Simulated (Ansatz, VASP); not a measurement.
# AlN in VASP and in Ansatz

```xyz
2
Lattice="0.0000 2.1840 2.1840 2.1840 0.0000 2.1840 2.1840 2.1840 0.0000" Properties=species:S:1:pos:R:3 pbc="T T T"
Al    0.0000    0.0000    0.0000
N     1.0920    1.0920    1.0920
```

Alike in both runs: task relaxation of cell and atoms; functional PBE0; k mesh 5 × 5 × 5; occupations fermi-dirac, width 0.05 eV; no spin polarisation.

|  | VASP | Ansatz |
| --- | --- | --- |
| version | VASP 6.6.1 | Ansatz 0.2.0 |
| potentials or method | VASP PAW PBE potentials, release 64 (Al, N) | Ansatz PAW |
| plane-wave cutoff (eV) | 600 | 420 |
| valence electrons in the cell | 8 | 8 |

|  | VASP | Ansatz | Ansatz less VASP |
| --- | --- | --- | --- |
| gap on the k mesh at the Fermi level, each at its own relaxed structure (eV) | 5.94 | 5.91 | -0.026 |
| relaxed volume (Å³/atom) | 10.39 | 10.40 | +0.009 |
| relaxed cell length with the largest relative difference (Å) | 3.086 | 3.087 | +0.0009 |

The k mesh is coarse, so the values compare programs but aren't converged. Noted on Ansatz's run: odd divisions of the mesh miss points on the zone boundary, where band edges often lie, so the gap on the mesh can be too wide; the plane-wave basis is chosen anew once the cell has moved, so the energies of steps on either side of that aren't comparable.
